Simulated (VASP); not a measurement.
# MoS2 in VASP: relaxation of the atoms with PBEsol

Aim: the relaxation of the atoms of MoS2 with PBEsol.

Program: VASP 6.6.1. These are calculated values, not measurements. Logs are shortened: lines on timing, memory, paths and dates and some standing lists are left out, and cuts for length are marked.

**1. The cell of the first run**

The cell holds a sheet with vacuum, 3 atoms: a = 3.160 Å, b = 3.160 Å, c = 21.130 Å, α = 90.00°, β = 90.00°, γ = 120.00°.

**2. Relaxation of the atoms, PBEsol**

File INCAR:

```
SYSTEM = MoS2
  PREC = Accurate
  ENCUT = 520
  EDIFF = 1E-6
  ISMEAR = 0
  SIGMA = 0.02
  LREAL = .False.
  LASPH = .True.
  NELM = 100
  ALGO = Normal
  ISIF = 2
  LWAVE = .False.
  LCHARG = .False.
  LDIPOL = .True.
  IDIPOL = 3
  DIPOL = 0.5 0.5 0.500
  GGA = PS
  IBRION = 2
  NSW = 100
  EDIFFG = -0.003
```

File KPOINTS:

```
regular mesh
0
Gamma
  12 12 1
  0 0 0
```

File POSCAR:

```
MoS2
1.0
    3.1600000000      0.0000000000      0.0000000000
   -1.5800000000      2.7366402760      0.0000000000
    0.0000000000      0.0000000000     21.1300000000
S Mo
2 1
Direct
    0.6666666667      0.3333333333      0.4259346900
    0.6666666667      0.3333333333      0.5740653100
    0.3333333333      0.6666666667      0.5000000000
```

Potentials or basis: VASP PAW PBE potentials, release 64 (S, Mo_sv).

Command:

```console
> cat potpaw_PBE.64/S/POTCAR potpaw_PBE.64/Mo_sv/POTCAR > POTCAR
> mpirun -np 1 vasp_std > vasp.out
```

OUTCAR:

```text
SYSTEM = MoS2
   PREC = Accurate
   ENCUT = 520
   EDIFF = 1E-6
   ISMEAR = 0
   LREAL = .False.
   LASPH = .True.
   NELM = 100
   ISIF = 2
   GGA = PS
   IBRION = 2
   NSW = 100
   EDIFFG = -0.003

 ion  position               nearest neighbor table
   1  0.667  0.333  0.426-   3 2.40   3 2.40   3 2.40
   2  0.667  0.333  0.574-   3 2.40   3 2.40   3 2.40
   3  0.333  0.667  0.500-   1 2.40   2 2.40   1 2.40   2 2.40   1 2.40   2 2.40

  LATTYP: Found a hexagonal cell.
 ALAT       =     3.1600000000
 C/A-ratio  =     6.6867088608

  Lattice vectors:

 A1 = (   3.1600000000,   0.0000000000,   0.0000000000)
 A2 = (  -1.5800000000,   2.7366402760,   0.0000000000)
 A3 = (   0.0000000000,   0.0000000000,  21.1300000000)

Analysis of symmetry for initial positions (statically):
=====================================================================
 Subroutine PRICEL returns:
 Original cell was already a primitive cell.

 Routine SETGRP: Setting up the symmetry group for a
 hexagonal supercell.

 Subroutine GETGRP returns: Found 12 space group operations
 (whereof 12 operations were pure point group operations)
 out of a pool of 24 trial point group operations.

The static configuration has the point symmetry D_3h.

Analysis of symmetry for dynamics (positions and initial velocities):
=====================================================================
 Subroutine PRICEL returns:
 Original cell was already a primitive cell.

 Routine SETGRP: Setting up the symmetry group for a
 hexagonal supercell.

 Subroutine GETGRP returns: Found 12 space group operations
 (whereof 12 operations were pure point group operations)
 out of a pool of 24 trial point group operations.

The dynamic configuration has the point symmetry D_3h.

 Subroutine INISYM returns: Found 12 space group operations
 (whereof 12 operations are pure point group operations),
 and found     1 'primitive' translations

----------------------------------------------------------------------------------------

                                     Primitive cell

  volume of cell :     182.7277

  direct lattice vectors                    reciprocal lattice vectors
     3.160000000  0.000000000  0.000000000     0.316455696  0.182705781  0.000000000
    -1.580000000  2.736640276  0.000000000     0.000000000  0.365411563  0.000000000
     0.000000000  0.000000000 21.130000000     0.000000000  0.000000000  0.047326077

  length of vectors
     3.160000000  3.160000000 21.130000000     0.365411563  0.365411563  0.047326077

  position of ions in fractional coordinates (direct lattice)
     0.666666667  0.333333333  0.425934690
     0.666666667  0.333333333  0.574065310
     0.333333333  0.666666667  0.500000000

  ion indices of the primitive-cell ions
   primitive index   ion index
                 1           1
                 2           2
                 3           3

----------------------------------------------------------------------------------------

 KPOINTS: regular mesh

Automatic generation of k-mesh.
 Grid dimensions read from file:
 generate k-points for:   12   12    1

 Generating k-lattice:

  Cartesian coordinates                     Fractional coordinates (reciprocal lattice)
     0.026371308  0.015225482  0.000000000     0.083333333 -0.000000000  0.000000000
     0.000000000  0.030450964  0.000000000     0.000000000  0.083333333  0.000000000
     0.000000000  0.000000000  0.047326077     0.000000000  0.000000000  1.000000000

  Length of vectors
     0.030450964  0.030450964  0.047326077

  Shift w.r.t. Gamma in fractional coordinates (k-lattice)
     0.000000000  0.000000000  0.000000000

 Subroutine IBZKPT returns following result:
 ===========================================

 Found     19 irreducible k-points:

 Following reciprocal coordinates:
            Coordinates               Weight
  0.000000  0.000000  0.000000      1.000000
  0.083333  0.000000  0.000000      6.000000
  0.166667  0.000000  0.000000      6.000000
  0.250000 -0.000000  0.000000      6.000000
  0.333333  0.000000  0.000000      6.000000
  0.416667  0.000000  0.000000      6.000000
[... 11 lines left out ...]
  0.333333  0.250000  0.000000     12.000000
  0.333333  0.333333  0.000000      2.000000
   k-points           NKPTS =     19   k-points in BZ     NKDIM =     19   number of bands    NBANDS=     17
   number of dos      NEDOS =    301   number of ions     NIONS =      3
   total plane-waves  NPLWV =  92160
   dimension x,y,z NGX =    24 NGY =   24 NGZ =  160
   dimension x,y,z NGXF=    48 NGYF=   48 NGZF=  320
   ions per type =               2   1
   NGX,Y,Z   is equivalent  to a cutoff of  12.63, 12.63, 12.59 a.u.
   NGXF,Y,Z  is equivalent  to a cutoff of  25.25, 25.25, 25.18 a.u.
 SYSTEM =  MoS2
   PREC   = accura    normal or accurate (medium, high low for compatibility)
   ISTART =      0    job   : 0-new  1-cont  2-samecut
   ICHARG =      2    charge: 1-file 2-atom 10-const
   ISPIN  =      1    spin polarized calculation?
   LNONCOLLINEAR =      F non collinear calculations
   LSORBIT =      F    spin-orbit coupling
   LASPH  =      T    aspherical Exc in radial PAW
   ENCUT  =  520.0 eV  38.22 Ry    6.18 a.u.   5.88  5.88 39.29*2*pi/ulx,y,z
   NELM   =    100;   NELMIN=  2; NELMDL= -5     # of ELM steps
   EDIFF  = 0.1E-05   stopping-criterion for ELM
   LREAL  =      F    real-space projection
   EDIFFG = -.3E-02   stopping-criterion for IOM
   NSW    =    100    number of steps for IOM
   IBRION =      2    ionic relax: 0-MD 1-quasi-New 2-CG
   NFREE  =      1    steps in history (QN), initial steepest desc. (CG)
   ISIF   =      2    stress and relaxation
   ISYM   =      2    0-nonsym 1-usesym 2-fastsym
   POTIM  = 0.5000    time-step for ionic-motion
   TEBEG  =    0.0;   TEEND  =   0.0 temperature during run
   PSTRESS=    0.0 pullay stress
   NELECT =      26.0000    total number of electrons
   NUPDOWN=      -1.0000    fix difference up-down
   EMIN   =  10.00;   EMAX   =-10.00  energy-range for DOS
   EFERMI =   0.00;   METHOD = LEGACY
   ISMEAR =     0;   SIGMA  =   0.02  broadening in eV -4-tet -1-fermi 0-gaus
   EFERMI_NEDOS =   21; number of points for ismear=-14 and -15
   IALGO  =     38    algorithm
   IMIX   =      4    mixing-type and parameters
     AMIX     =   0.40;   BMIX     =  1.00
     AMIX_MAG =   1.60;   BMIX_MAG =  1.00
  volume/ion in A,a.u.               =      60.91       411.04
  Fermi-wavevector in a.u.,A,eV,Ry     =   0.854669  1.615090  9.938495  0.730459
  Thomas-Fermi vector in A             =   1.971300
   LORBIT       =      0    0 simple, 1 ext, 2 COOP (PROOUT), +10 PAW based schemes
   GGA     = PS    functional components
   LHFCALC =     F    Hartree Fock is set to
   AEXX    =    0.0000 exact exchange contribution
   IVDW    =     0    specifies the selected vdW correction
   LEPSILON=     F    determine dielectric tensor
   LRPA    =     F    only Hartree local field effects (RPA)
 conjugate gradient relaxation of ions
 non-spin polarized calculation
 Gauss-broadening in eV      SIGMA  =   0.02
  energy-cutoff  :      520.00
  volume of cell :      182.73
 maximum number of plane-waves:      4952
 NGX is ok and might be reduce to    24
   NGX = 11   NGY = 11   NGZ = 79

--------------------------------------- Ionic step        1  -------------------------------------------

 number of electron      26.0000000 magnetization

 Free energy of the ion-electron system (eV)
  ---------------------------------------------------
  ext. energy  EPLUGINS =         0.00000000
  ---------------------------------------------------
  free energy    TOTEN  =       -23.41843259 eV

  energy without entropy =      -23.41843259  energy(sigma->0) =      -23.41843259

------------------------ aborting loop because EDIFF is reached ----------------------------------------

  FORCE on cell =-STRESS in cart. coord.  units (eV):
  Direction    XX          YY          ZZ          XY          YZ          ZX
  --------------------------------------------------------------------------------------
  -------------------------------------------------------------------------------------
  Total       -0.8426065     -0.8426065     -0.8109585     -0.0000000      0.0000000      0.0000000
  in kB       -7.3880714     -7.3880714     -7.1105786     -0.0000000      0.0000000      0.0000000
  external PRESSURE =      -7.2955738 kB  Pullay stress =       0.0000000 kB
[... 24 lines left out ...]
--------------------------------------- Ionic step        2  -------------------------------------------

 number of electron      25.9999999 magnetization

 dipolmoment           0.000000      0.000000      0.000000 electrons x Angstroem

------------------------ aborting loop because EDIFF is reached ----------------------------------------

  FORCE on cell =-STRESS in cart. coord.  units (eV):
  Direction    XX          YY          ZZ          XY          YZ          ZX
  --------------------------------------------------------------------------------------
  -------------------------------------------------------------------------------------
  Total       -0.5984243     -0.5984243     -0.0979348      0.0000000     -0.0000000      0.0000000
  in kB       -5.2470539     -5.2470539     -0.8587034      0.0000000     -0.0000000      0.0000000
  external PRESSURE =      -3.7842704 kB  Pullay stress =       0.0000000 kB
[... 24 lines left out ...]
--------------------------------------- Ionic step        3  -------------------------------------------

 number of electron      25.9999999 magnetization

 dipolmoment           0.000000      0.000000     -0.000000 electrons x Angstroem

 Free energy of the ion-electron system (eV)
  ---------------------------------------------------
  ext. energy  EPLUGINS =         0.00000000
  ---------------------------------------------------
  free energy    TOTEN  =       -23.42178136 eV

  energy without entropy =      -23.42178136  energy(sigma->0) =      -23.42178136

 E-fermi :  -2.0256     XC(G=0):  -3.6417

 val. band max:       -2.2423137144   @ k =   0.0000   0.0000   0.0000
 cond. band min:      -0.5090489150   @ k =   0.3333   0.3333   0.0000
 fundamental gap:      1.7332647994
 Fermi energy:        -2.0256444791

 k-point     1 :       0.0000    0.0000    0.0000
  band No.  band energies     occupation
      1     -62.9526      2.00000
      2     -37.1511      2.00000
      3     -36.9121      2.00000
      4     -36.9121      2.00000
      5     -16.4036      2.00000
      6     -15.0329      2.00000
[... 359 lines left out ...]
      6     -14.1003      2.00000
[... 9 lines left out ...]
     16       1.4482      0.00000
     17       2.8255      0.00000

------------------------ aborting loop because EDIFF is reached ----------------------------------------

 vacuum level on the upper side and lower side of the slab       (xc-potential included)        -0.153        -0.153

  FORCE on cell =-STRESS in cart. coord.  units (eV):
  Direction    XX          YY          ZZ          XY          YZ          ZX
  --------------------------------------------------------------------------------------
  -------------------------------------------------------------------------------------
  Total       -0.5703543     -0.5703543     -0.0230252      0.0000000      0.0000000     -0.0000000
  in kB       -5.0009330     -5.0009330     -0.2018874      0.0000000      0.0000000     -0.0000000
  external PRESSURE =      -3.4012511 kB  Pullay stress =       0.0000000 kB
[... 18 lines left out ...]
  FREE ENERGIE OF THE ION-ELECTRON SYSTEM (eV)
  ---------------------------------------------------
  free  energy   TOTEN  =       -23.4217813562 eV

  energy  without entropy=      -23.4217813562  energy(sigma->0) =      -23.42178136

 reached required accuracy - stopping structural energy minimisation

 vacuum level on the upper side and lower side of the slab         3.570         3.570
```

Run time: 89 s. Hardware: 1 thread of Intel Xeon Platinum 8375C at 2.90GHz (Ice Lake), shared host; peak memory 0.32 GiB.

What came out:

```yaml
Free_energy: -23.4218 eV
Energy_gained_by_relaxing: 1.1 meV/atom
Ionic_steps: 3
Band_gap_on_the_k_mesh: 1.73 eV, indirect (the least direct gap lies 4.4 meV higher)
```

The path:
```csv
step,energy change (eV),largest force (eV/Å),pressure (GPa)
1,0.0000,0.2514,-0.73
2,-0.0033,0.0206,-0.38
3,-0.0033,0.0008,-0.34
```

Final structure:
```xyz
3
Lattice="3.1600 0.0000 0.0000 -1.5800 2.7366 0.0000 0.0000 0.0000 21.1300" Properties=species:S:1:pos:R:3 pbc="T T T"
S     1.5800    0.9122    9.0132
S     1.5800    0.9122   12.1168
Mo    0.0000    1.8244   10.5650
```

Caveat: the PAW data sets were made with another functional, which shifts forces and pressure a little.
